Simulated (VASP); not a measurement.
**Cr: single point with PBE**

The system is Cr.

```xyz
2
Lattice="2.7140 0.0000 0.0000 -1.3570 2.3504 0.0000 0.0000 0.0000 4.4100" Properties=species:S:1:pos:R:3 pbc="T T T"
Cr    1.3570    0.7835    3.3075
Cr    0.0000    1.5669    1.1025
```

This isn't the form of Cr at room conditions, which is bcc.

```
Program             : VASP 6.6.1
Task                : single point
Functional          : PBE
Potentials or basis : VASP PAW PBE potentials, release 64 (Cr_pv)
Cutoff              : 520 eV
k mesh              : 9 × 9 × 5
Occupations         : gaussian, width 0.1 eV
Spin                : collinear spin, ferromagnetic start
Starting moments    : [3.0, 3.0] μB
```

The pressure is -25.3 GPa and the net moment is 1.80 μB per cell. The site moments are Cr +0.84 μB. The valence electrons inside the program's atomic spheres are Cr 10.71.

Stress tensor (GPa, compression positive):
```
-26.79   0.00   0.00
  0.00 -26.79   0.00
  0.00   0.00 -22.33
```

Levels at points of the mesh, in eV from the Fermi level:
Spin up:
```
           k point  band 10  band 11  band 12  band 13  band 14  band 15  band 16  band 17
(0.00, 0.00, 0.00)    -0.67    -0.60    -0.30    -0.30     0.14     0.14     0.43     1.37
```
Spin down:
```csv
k point,band 7,band 8,band 9,band 10,band 11,band 12,band 13,band 14,band 15,band 16
"(0.00, 0.00, 0.00)",-6.81,-3.08,0.00,0.10,0.10,0.49,0.49,0.68,1.00,1.00
```

Wall time 79 s on 1 thread of AMD EPYC 7R13, on a shared host, peak memory 0.14 GiB.

Caveat: the cell stands under tension; an empty level that is flat over the whole mesh can mark a ghost state of the potentials, or a narrow d or f band.
